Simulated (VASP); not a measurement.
# Cu3Hg (Fm-3m) in VASP: elastic constants with PBE

Aim: the elastic constants of Cu3Hg with PBE.

Program: VASP 6.6.1. These are calculated values, not measurements. Logs are shortened: lines on timing, memory, paths and dates and some standing lists are left out, and cuts for length are marked.

## 1. The cell of the first run

It takes space group Fm-3m (No. 225, cubic). The conventional cell has a = 6.127 Å, b = 6.127 Å, c = 6.127 Å, α = 90.00°, β = 90.00°, γ = 90.00°. Cu (site symmetry -43m) has 10 Cu at 2.65 to 3.06 Å and 4 Hg at 2.65 Å within 3.5 Å. Cu (site symmetry m-3m) has 8 Cu at 2.65 Å and 6 Hg at 3.06 Å within 3.5 Å. Within 3.5 Å of Hg (site symmetry m-3m) lie 14 Cu at 2.65 to 3.06 Å.

## 2. Elastic constants, PBE

Contents of INCAR:

```
  PREC = Accurate
  ENCUT = 600
  EDIFF = 1E-8
  ISMEAR = -1
  SIGMA = 0.15
  LREAL = False
  LASPH = True
  NELM = 120
  ALGO = Normal
  ISIF = 3
  LWAVE = False
  LCHARG = False
  GGA = PE
  IBRION = 6
  NFREE = 2
  POTIM = 0.015
  NSW = 1
  GGA_COMPAT = False
  KPAR = 4
```

Contents of KPOINTS:

```
Automatic mesh
0
Gamma
  12 12 12
```

Contents of POSCAR:

```
Cu3Hg
1.0
    0.0000000000      3.0635902686      3.0635902686
    3.0635902686      0.0000000000      3.0635902686
    3.0635902686      3.0635902686      0.0000000000
Cu Hg
3 1
Direct
    0.2500000000      0.2500000000      0.2500000000
    0.7500000000      0.7500000000      0.7500000000
    0.5000000000      0.5000000000      0.5000000000
    0.0000000000      0.0000000000      0.0000000000
```

Potentials or basis: VASP PAW PBE potentials, release 64 (Cu, Hg).

The run is started by

```sh
cat potpaw_PBE.64/Cu/POTCAR potpaw_PBE.64/Hg/POTCAR > POTCAR
mpirun -np 4 vasp_std > vasp.out
```

OUTCAR:

```text
PREC = Accurate
   ENCUT = 600
   EDIFF = 1E-8
   ISMEAR = -1
   LREAL = False
   LASPH = True
   NELM = 120
   ISIF = 3
   GGA = PE
   IBRION = 6
   NFREE = 2
   POTIM = 0.015
   NSW = 1

 ion  position               nearest neighbor table
   1  0.250  0.250  0.250-   4 2.65   4 2.65   4 2.65   3 2.65   4 2.65   3 2.65   3 2.65   3 2.65

   2  0.750  0.750  0.750-   3 2.65   3 2.65   3 2.65   3 2.65   4 2.65   4 2.65   4 2.65   4 2.65

   3  0.500  0.500  0.500-   1 2.65   1 2.65   1 2.65   1 2.65   2 2.65   2 2.65   2 2.65   2 2.65
                             4 3.06   4 3.06   4 3.06   4 3.06   4 3.06   4 3.06
   4  0.000  0.000  0.000-   2 2.65   2 2.65   2 2.65   1 2.65   2 2.65   1 2.65   1 2.65   1 2.65
                             3 3.06   3 3.06   3 3.06   3 3.06   3 3.06   3 3.06

  LATTYP: Found a face centered cubic cell.
 ALAT       =     6.1271805372

  Lattice vectors:

 A1 = (   0.0000000000,   3.0635902686,   3.0635902686)
 A2 = (   3.0635902686,   0.0000000000,   3.0635902686)
 A3 = (   3.0635902686,   3.0635902686,   0.0000000000)

Analysis of symmetry for initial positions (statically):
=====================================================================
 Subroutine PRICEL returns:
 Original cell was already a primitive cell.

 Routine SETGRP: Setting up the symmetry group for a
 face centered cubic supercell.

 Subroutine GETGRP returns: Found 48 space group operations
 (whereof 48 operations were pure point group operations)
 out of a pool of 48 trial point group operations.

The static configuration has the point symmetry O_h .

Analysis of symmetry for dynamics (positions and initial velocities):
=====================================================================
 Subroutine PRICEL returns:
 Original cell was already a primitive cell.

 Routine SETGRP: Setting up the symmetry group for a
 face centered cubic supercell.

 Subroutine GETGRP returns: Found 48 space group operations
[... 368 lines left out ...]
      3      -1.6939      2.00000
      4      -1.6939      2.00000
      5      -1.5308      2.00000
      6      -1.5307      2.00000
[... 709 lines left out ...]
     26      12.0938      0.00000
     27      12.5374      0.00000

 [... further k-points ...]
[... 5 lines left out ...]
  --------------------------------------------------------------------------------------
  -------------------------------------------------------------------------------------
  Total        0.2986506      0.3008747      0.3008747     -0.0000000      0.0000000      0.0000000
  in kB        8.3205482      8.3825130      8.3825130     -0.0000000      0.0000000      0.0000000
  external PRESSURE =       8.3618581 kB  Pullay stress =       0.0000000 kB
[... 19 lines left out ...]
  FREE ENERGIE OF THE ION-ELECTRON SYSTEM (eV)
  ---------------------------------------------------
  free  energy   TOTEN  =       -10.7815081421 eV

  energy  without entropy=      -10.6884159415  energy(sigma->0) =      -10.73496204

 INTERNAL STRAIN TENSORS FROM STRAINED CELLS
 ============================================

 INTERNAL STRAIN TENSOR FOR ION    1 for displacements in x,y,z  (eV/Angst):
          X           Y           Z          XY          YZ          ZX
  --------------------------------------------------------------------------------
  x     0.00000    -0.00000    -0.00000     0.00000    -4.20154    -0.00000
  y     0.00000    -0.00000     0.00000     0.00000    -0.00000    -4.20341
  z     0.00000    -0.00000    -0.00000    -4.20245    -0.00000    -0.00000

 INTERNAL STRAIN TENSORS FROM DISPLACED ATOMS
 ============================================

 INTERNAL STRAIN TENSOR FOR ION    1 for displacements in x,y,z  (eV/Angst):
          X           Y           Z          XY          YZ          ZX
  --------------------------------------------------------------------------------
  x     0.00000    -0.00000    -0.00000     0.00000    -4.20189     0.00000
  y    -0.00000     0.00000    -0.00000     0.00000     0.00000    -4.20189
  z    -0.00000    -0.00000     0.00000    -4.20189     0.00000     0.00000

 INTERNAL STRAIN TENSOR FOR ION    4 for displacements in x,y,z  (eV/Angst):
          X           Y           Z          XY          YZ          ZX
  --------------------------------------------------------------------------------
  x     0.00000     0.00000     0.00000     0.00000     0.00000     0.00000
  y     0.00000     0.00000     0.00000     0.00000     0.00000     0.00000
  z     0.00000     0.00000     0.00000     0.00000     0.00000     0.00000

 Eigenvectors and eigenvalues of the dynamical matrix
 ----------------------------------------------------

   1 f  =    5.207284 THz    32.718331 2PiTHz  173.696301 cm-1    21.535587 meV
             X         Y         Z           dx          dy          dz
      1.531795  1.531795  1.531795     0.578120   -0.034720    0.000000
      4.595385  4.595385  4.595385     0.578120   -0.034720    0.000000
      3.063590  3.063590  3.063590    -0.352019    0.021141   -0.000000
      0.000000  0.000000  0.000000    -0.451711    0.027128   -0.000000
[... 71 lines left out ...]
  12 f/i=    0.006936 THz     0.043579 2PiTHz    0.231354 cm-1     0.028684 meV
             X         Y         Z           dx          dy          dz
      1.531795  1.531795  1.531795     0.050007    0.019259   -0.398963
      4.595385  4.595385  4.595385     0.050007    0.019259   -0.398963
      3.063590  3.063590  3.063590     0.049917    0.019224   -0.398244
      0.000000  0.000000  0.000000     0.089103    0.034316   -0.710871

--------------------------------------------------------------------------------------------------------

 ELASTIC MODULI CONTR FROM IONIC RELAXATION (kBar)
 Direction    XX          YY          ZZ          XY          YZ          ZX
 --------------------------------------------------------------------------------
 XX          -0.0000      0.0000      0.0000     -0.0000      0.0000     -0.0000
 YY           0.0000     -0.0000     -0.0000     -0.0000     -0.0000      0.0000
 ZZ           0.0000     -0.0000     -0.0000      0.0000     -0.0000     -0.0000
 XY          -0.0000     -0.0000      0.0000   -233.0355      0.0000      0.0000
 YZ           0.0000     -0.0000     -0.0000      0.0000   -233.0355     -0.0000
 ZX          -0.0000      0.0000     -0.0000      0.0000     -0.0000   -233.0355
 --------------------------------------------------------------------------------

 TOTAL ELASTIC MODULI (kBar)
 Direction    XX          YY          ZZ          XY          YZ          ZX
 --------------------------------------------------------------------------------
 XX        1099.5630   1201.9229   1201.9229     -0.0000      0.0000     -0.0000
 YY        1201.9229   1099.5630   1201.9229     -0.0000     -0.0000      0.0000
 ZZ        1201.9229   1201.9229   1099.5630      0.0000     -0.0000      0.0000
 XY          -0.0000     -0.0000      0.0000    468.6524      0.0000      0.0000
 YZ           0.0000     -0.0000     -0.0000      0.0000    468.6524     -0.0000
 ZX          -0.0000      0.0000      0.0000      0.0000     -0.0000    468.6524
 --------------------------------------------------------------------------------
```

stdout:

```text
POSCAR found type information on POSCAR CuHg
 POSCAR found :  2 types and       4 ions
 scaLAPACK will be used
 LDA part: xc-table for (Slater+PW92), standard interpolation
 POSCAR, INCAR and KPOINTS ok, starting setup
 FFT: planning ... GRIDC
 FFT: planning ... GRID_SOFT
 FFT: planning ... GRID
 WAVECAR not read
 entering main loop
 Found     3 degrees of freedom:
 Adding 6 more for cell shape distortion
 Finite differences POTIM= 0.01500 DOF=   9
 bond charge predicted
 Finite differences progress:
 bond charge predicted
 Finite differences progress:
 bond charge predicted
 Finite differences progress:
 bond charge predicted
 Finite differences progress:
 bond charge predicted
 Finite differences progress:
 bond charge predicted
 Finite differences progress:
 bond charge predicted
 Finite differences progress:
 bond charge predicted
 Finite differences progress:
 bond charge predicted
 Finite differences progress:
 bond charge predicted
 Finite differences progress:
 bond charge predicted
 Finite differences progress:
 bond charge predicted
 Finite differences progress:
 bond charge predicted
 Finite differences progress:
 bond charge predicted
 Finite differences progress:
 bond charge predicted
 Finite differences progress:
 bond charge predicted
 Finite differences progress:
 bond charge predicted
 Finite differences progress:
 bond charge predicted
 Finite differences progress:
```

Wall time 17 min (4 MPI ranks of Intel Xeon 6975P-C (Granite Rapids), shared host); peak memory 1.2 GiB.

Results:

```yaml
Elastic_constants_C11_C12_C44: 110, 120, 47 GPa
Voigt_bulk_modulus: 117 GPa
Highest_phonon_frequency_at_Γ: 174 cm⁻¹
```

Phonon frequencies in cm⁻¹ (negative: imaginary):
```tsv
q point	frequencies
(0.000, 0.000, 0.000)	0 0 0 117 117 117 134 134 134 174 174 174
```

Elastic tensor in Voigt notation (GPa, in the Cartesian axes of the cell as first typed):
```
110 120 120   0   0   0
120 110 120   0   0   0
120 120 110   0   0   0
  0   0   0  47   0   0
  0   0   0   0  47   0
  0   0   0   0   0  47
```

Clamped-ion elastic tensor (GPa):
```
110 120 120   0   0   0
120 110 120   0   0   0
120 120 110   0   0   0
  0   0   0  70   0   0
  0   0   0   0  70   0
  0   0   0   0   0  70
```

Caveat: the elastic tensor has a negative eigenvalue, so either the cell is unstable as it stands or the mesh is too thin; spin-orbit coupling is left out, which moves the levels of the heavy elements.
